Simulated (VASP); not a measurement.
# InSe (R3m) in VASP: single point with PBEsol+D3(BJ)

Aim: the single point of InSe with PBEsol+D3(BJ).

Program: VASP 6.6.1. These are calculated values, not measurements. Logs are shortened: lines on timing, memory, paths and dates and some standing lists are left out, and cuts for length are marked.

**1. The cell of the first run**

The structure is trigonal, space group R3m (No. 160). The conventional cell has a = 4.000 Å, b = 4.000 Å, c = 25.320 Å, α = 90.00°, β = 90.00°, γ = 120.00°. In (site symmetry 3m) has 3 Se at 2.64 Å and 1 In at 2.82 Å within 3.5 Å. Within 3.5 Å of In (site symmetry 3m) lie 3 Se at 2.63 Å and 1 In at 2.82 Å. Within 3.5 Å of Se (site symmetry 3m) lie 3 In at 2.64 Å. Within 3.5 Å of Se (site symmetry 3m) lie 3 In at 2.63 Å.

**2. Single point, PBEsol+D3(BJ)**

The input, INCAR:

```
SYSTEM = InSe
  PREC = Accurate
  ENCUT = 520
  EDIFF = 1E-6
  ISMEAR = 0
  SIGMA = 0.1
  LREAL = .False.
  LASPH = .True.
  NELM = 100
  ALGO = Normal
  ISIF = 2
  LWAVE = .False.
  LCHARG = .False.
  GGA = PS
  IVDW = 12
  NBANDS = 27
```

The input, KPOINTS:

```
Automatic mesh
0
Gamma
  6 6 6
  0 0 0
```

The input, POSCAR:

```
InSe
1.0
    2.0000000000      1.1547005384      8.4400000000
   -2.0000000000      1.1547005384      8.4400000000
    0.0000000000     -2.3094010768      8.4400000000
In Se
2 2
Direct
    0.0000000000      0.0000000000      0.0000000000
    0.1114000000      0.1114000000      0.1114000000
    0.6165000000      0.6165000000      0.6165000000
    0.8281000000      0.8281000000      0.8281000000
```

Potentials or basis: VASP PAW PBE potentials, release 64 (In_d, Se).

On the command line:

```bash
> cat potpaw_PBE.64/In_d/POTCAR potpaw_PBE.64/Se/POTCAR > POTCAR
> mpirun -np 1 vasp_std > vasp.out
```

OUTCAR:

```text
SYSTEM = InSe
   PREC = Accurate
   ENCUT = 520
   EDIFF = 1E-6
   ISMEAR = 0
   LREAL = .False.
   LASPH = .True.
   NELM = 100
   ISIF = 2
   GGA = PS
   IVDW = 12
 IVDW          = 12

 ion  position               nearest neighbor table
   1  0.000  0.000  0.000-   3 2.64   3 2.64   3 2.64   2 2.82
   2  0.111  0.111  0.111-   4 2.63   4 2.63   4 2.63   1 2.82
   3  0.617  0.617  0.617-   1 2.64   1 2.64   1 2.64
   4  0.828  0.828  0.828-   2 2.63   2 2.63   2 2.63

  LATTYP: Found a trigonal (rhomboedric) cell.
 ALAT       =     8.7502533297
 COS(alpha) =     0.8955162542

  Lattice vectors:

 A1 = (   2.0000000000,   1.1547005384,   8.4400000000)
 A2 = (  -2.0000000000,   1.1547005384,   8.4400000000)
 A3 = (   0.0000000000,  -2.3094010768,   8.4400000000)

Analysis of symmetry for initial positions (statically):
=====================================================================
 Subroutine PRICEL returns:
 Original cell was already a primitive cell.

 Routine SETGRP: Setting up the symmetry group for a
 trigonal (rhombohedral) supercell.

 Subroutine GETGRP returns: Found  6 space group operations
 (whereof  6 operations were pure point group operations)
 out of a pool of 12 trial point group operations.

The static configuration has the point symmetry C_3v.

Analysis of symmetry for dynamics (positions and initial velocities):
=====================================================================
 Subroutine PRICEL returns:
 Original cell was already a primitive cell.

 Routine SETGRP: Setting up the symmetry group for a
 trigonal (rhombohedral) supercell.

 Subroutine GETGRP returns: Found  6 space group operations
 (whereof  6 operations were pure point group operations)
 out of a pool of 12 trial point group operations.

The dynamic configuration has the point symmetry C_3v.

 Subroutine INISYM returns: Found  6 space group operations
 (whereof  6 operations are pure point group operations),
 and found     1 'primitive' translations

----------------------------------------------------------------------------------------

                                     Primitive cell

  volume of cell :     116.9481

  direct lattice vectors                    reciprocal lattice vectors
     2.000000000  1.154700538  8.440000000     0.250000000  0.144337567  0.039494471
    -2.000000000  1.154700538  8.440000000    -0.250000000  0.144337567  0.039494471
     0.000000000 -2.309401077  8.440000000     0.000000000 -0.288675135  0.039494471

  length of vectors
     8.750253330  8.750253330  8.750253330     0.291364285  0.291364285  0.291364285

  position of ions in fractional coordinates (direct lattice)
     0.000000000  0.000000000  0.000000000
     0.111400000  0.111400000  0.111400000
     0.616500000  0.616500000  0.616500000
     0.828100000  0.828100000  0.828100000

  ion indices of the primitive-cell ions
   primitive index   ion index
                 1           1
                 2           2
                 3           3
                 4           4

----------------------------------------------------------------------------------------

 KPOINTS: Automatic mesh

Automatic generation of k-mesh.
 Grid dimensions read from file:
 generate k-points for:    6    6    6

 Generating k-lattice:

  Cartesian coordinates                     Fractional coordinates (reciprocal lattice)
     0.041666667  0.024056261  0.006582412     0.166666667  0.000000000  0.000000000
    -0.041666667  0.024056261  0.006582412     0.000000000  0.166666667  0.000000000
     0.000000000 -0.048112522  0.006582412     0.000000000  0.000000000  0.166666667

  Length of vectors
     0.048560714  0.048560714  0.048560714

  Shift w.r.t. Gamma in fractional coordinates (k-lattice)
     0.000000000  0.000000000  0.000000000

 Subroutine IBZKPT returns following result:
 ===========================================

 Found     32 irreducible k-points:

 Following reciprocal coordinates:
            Coordinates               Weight
  0.000000  0.000000  0.000000      1.000000
  0.166667 -0.000000  0.000000      6.000000
  0.333333 -0.000000  0.000000      6.000000
  0.500000 -0.000000  0.000000      3.000000
  0.166667  0.166667  0.000000      6.000000
  0.333333  0.166667  0.000000     12.000000
[... 16 lines left out ...]
  0.500000  0.500000  0.166667      6.000000
 -0.333333  0.500000  0.166667     12.000000
 [... further k-points ...]
   k-points           NKPTS =     32   k-points in BZ     NKDIM =     32   number of bands    NBANDS=     27
   number of dos      NEDOS =    301   number of ions     NIONS =      4
   total plane-waves  NPLWV = 343000
   dimension x,y,z NGX =    70 NGY =   70 NGZ =   70
   dimension x,y,z NGXF=   140 NGYF=  140 NGZF=  140
   ions per type =               2   2
   NGX,Y,Z   is equivalent  to a cutoff of  13.30, 13.30, 13.30 a.u.
   NGXF,Y,Z  is equivalent  to a cutoff of  26.60, 26.60, 26.60 a.u.
 SYSTEM =  InSe
   PREC   = accura    normal or accurate (medium, high low for compatibility)
   ISTART =      0    job   : 0-new  1-cont  2-samecut
   ICHARG =      2    charge: 1-file 2-atom 10-const
   ISPIN  =      1    spin polarized calculation?
   LNONCOLLINEAR =      F non collinear calculations
   LSORBIT =      F    spin-orbit coupling
   LASPH  =      T    aspherical Exc in radial PAW
   ENCUT  =  520.0 eV  38.22 Ry    6.18 a.u.  16.27 16.27 16.27*2*pi/ulx,y,z
   NELM   =    100;   NELMIN=  2; NELMDL= -5     # of ELM steps
   EDIFF  = 0.1E-05   stopping-criterion for ELM
   LREAL  =      F    real-space projection
   EDIFFG = 0.1E-04   stopping-criterion for IOM
   NSW    =      0    number of steps for IOM
   IBRION =     -1    ionic relax: 0-MD 1-quasi-New 2-CG
   NFREE  =      0    steps in history (QN), initial steepest desc. (CG)
   ISIF   =      2    stress and relaxation
   ISYM   =      2    0-nonsym 1-usesym 2-fastsym
   POTIM  = 0.5000    time-step for ionic-motion
   TEBEG  =    0.0;   TEEND  =   0.0 temperature during run
   PSTRESS=    0.0 pullay stress
   NELECT =      38.0000    total number of electrons
   NUPDOWN=      -1.0000    fix difference up-down
   EMIN   =  10.00;   EMAX   =-10.00  energy-range for DOS
   EFERMI =   0.00;   METHOD = LEGACY
   ISMEAR =     0;   SIGMA  =   0.10  broadening in eV -4-tet -1-fermi 0-gaus
   EFERMI_NEDOS =   21; number of points for ismear=-14 and -15
   IALGO  =     38    algorithm
   IMIX   =      4    mixing-type and parameters
     AMIX     =   0.40;   BMIX     =  1.00
     AMIX_MAG =   1.60;   BMIX_MAG =  1.00
  volume/ion in A,a.u.               =      29.24       197.30
  Fermi-wavevector in a.u.,A,eV,Ry     =   1.125481  2.126852 17.234615  1.266709
  Thomas-Fermi vector in A             =   2.262159
   LORBIT       =      0    0 simple, 1 ext, 2 COOP (PROOUT), +10 PAW based schemes
   GGA     = PS    functional components
   LHFCALC =     F    Hartree Fock is set to
   AEXX    =    0.0000 exact exchange contribution
   IVDW    =    12    specifies the selected vdW correction
   LEPSILON=     F    determine dielectric tensor
   LRPA    =     F    only Hartree local field effects (RPA)
 non-spin polarized calculation
 Gauss-broadening in eV      SIGMA  =   0.10
  energy-cutoff  :      520.00
  volume of cell :      116.95
 maximum number of plane-waves:      3181
 NGX is ok and might be reduce to    70
   NGX = 33   NGY = 33   NGZ = 33

 number of electron      37.9999998 magnetization

 Free energy of the ion-electron system (eV)
  ---------------------------------------------------
  ext. energy  EPLUGINS =         0.00000000
  ---------------------------------------------------
  free energy    TOTEN  =       -15.58544316 eV

  energy without entropy =      -15.58540858  energy(sigma->0) =      -15.58542587

 E-fermi :   4.1406     XC(G=0):  -9.0978

 val. band max:        3.9758249359   @ k =   0.5000   0.5000   0.5000
 cond. band min:       4.3053847998   @ k =   0.5000   0.5000   0.5000
 fundamental gap:      0.3295598639
 Fermi energy:         4.1406049342

 k-point     1 :       0.0000    0.0000    0.0000
  band No.  band energies     occupation
      1     -10.7430      2.00000
      2     -10.5696      2.00000
      3     -10.5696      2.00000
      4     -10.4962      2.00000
      5     -10.4962      2.00000
      6     -10.4724      2.00000
[... 19 lines left out ...]
     26       9.3984      0.00000
     27      11.3875      0.00000

 k-point     2 :       0.1667   -0.0000    0.0000
  band No.  band energies     occupation
      1     -10.7634      2.00000
      2     -10.6536      2.00000
      3     -10.6126      2.00000
      4     -10.5639      2.00000
      5     -10.4798      2.00000
      6     -10.4767      2.00000
[... 19 lines left out ...]
     26       9.9671      0.00000
     27      10.6866      0.00000

 k-point     3 :       0.3333   -0.0000    0.0000
  band No.  band energies     occupation
      1     -10.8719      2.00000
      2     -10.7654      2.00000
      3     -10.6759      2.00000
      4     -10.5606      2.00000
      5     -10.4945      2.00000
      6     -10.4382      2.00000
[... 19 lines left out ...]
     26      10.5248      0.00000
     27      11.1308      0.00000

 k-point     4 :       0.5000   -0.0000    0.0000
  band No.  band energies     occupation
      1     -10.9246      2.00000
      2     -10.8245      2.00000
      3     -10.6712      2.00000
      4     -10.5614      2.00000
      5     -10.5015      2.00000
      6     -10.4195      2.00000
[... 19 lines left out ...]
     26      10.3252      0.00000
     27      10.8662      0.00000
[... 516 lines left out ...]
      4     -10.5733      2.00000
      5     -10.4878      2.00000
      6     -10.4316      2.00000
[... 19 lines left out ...]
     26      11.0081      0.00000
     27      11.5959      0.00000

 k-point    23 :       0.5000    0.5000    0.1667
  band No.  band energies     occupation
      1     -10.8614      2.00000
      2     -10.7781      2.00000
      3     -10.6739      2.00000
      4     -10.5611      2.00000
      5     -10.4944      2.00000
      6     -10.4379      2.00000
[... 19 lines left out ...]
     26      10.9044      0.00000
     27      11.2149      0.00000

 k-point    24 :      -0.3333    0.5000    0.1667
  band No.  band energies     occupation
      1     -10.9045      2.00000
      2     -10.8255      2.00000
      3     -10.6705      2.00000
      4     -10.5735      2.00000
      5     -10.4878      2.00000
      6     -10.4315      2.00000
[... 19 lines left out ...]
     26      11.0507      0.00000
     27      11.4483      0.00000

 [... further k-points ...]

------------------------ aborting loop because EDIFF is reached ----------------------------------------

 Edisp (eV)   -1.15643

 E8    (eV) :    -0.7887

  FORCE on cell =-STRESS in cart. coord.  units (eV):
  Direction    XX          YY          ZZ          XY          YZ          ZX
  --------------------------------------------------------------------------------------
  -------------------------------------------------------------------------------------
  Total      -0.72282    -0.72282    -1.53223     0.00000     0.00000     0.00000
  in kB      -9.90261    -9.90261   -20.99143     0.00000     0.00000     0.00000
  external pressure =      -13.60 kB  Pullay stress =        0.00 kB

 VOLUME and BASIS-vectors are now :
 -----------------------------------------------------------------------------
  energy-cutoff  :      520.00
  volume of cell :      116.95
      direct lattice vectors                 reciprocal lattice vectors
     2.000000000  1.154700538  8.440000000     0.250000000  0.144337567  0.039494471
    -2.000000000  1.154700538  8.440000000    -0.250000000  0.144337567  0.039494471
     0.000000000 -2.309401077  8.440000000     0.000000000 -0.288675135  0.039494471

 POSITION                                       TOTAL-FORCE (eV/Angst)
 -----------------------------------------------------------------------------------
      0.00000      0.00000      0.00000         0.000000      0.000000      0.287467
      0.00000      0.00000      2.82065         0.000000      0.000000     -0.307500
      0.00000      0.00000     15.60978         0.000000      0.000000     -0.088569
      0.00000      0.00000     20.96749         0.000000     -0.000000      0.108601
 -----------------------------------------------------------------------------------
    total drift:                               -0.000000     -0.000000     -0.000278

  FREE ENERGIE OF THE ION-ELECTRON SYSTEM (eV)
  ---------------------------------------------------
  free  energy   TOTEN  =       -16.7418687905 eV

  energy  without entropy=      -16.7418342133  energy(sigma->0) =      -16.74185150
```

Wall time 14 min (1 thread of Intel Xeon 8259CL, shared host); peak memory 0.66 GiB.

What came out:

| Item | Value |
| --- | --- |
| Free energy | -16.7419 eV |
| Pressure | -1.4 GPa |
| Largest force | 0.307 eV/Å |
| Band gap on the k mesh | 0.33 eV |
| Dispersion energy per atom | -0.289 eV |

Forces on the atoms (eV/Å):
```
In   0.000  0.000  0.287
In   0.000  0.000 -0.307
Se   0.000  0.000 -0.089
Se   0.000  0.000  0.109
```

Stress tensor (GPa, compression positive):
```
-0.99  0.00  0.00
 0.00 -0.99  0.00
 0.00  0.00 -2.10
```

Caveat: the PAW data sets were made with another functional, which shifts forces and pressure a little; spin-orbit coupling is left out, which moves the levels of the heavy elements.
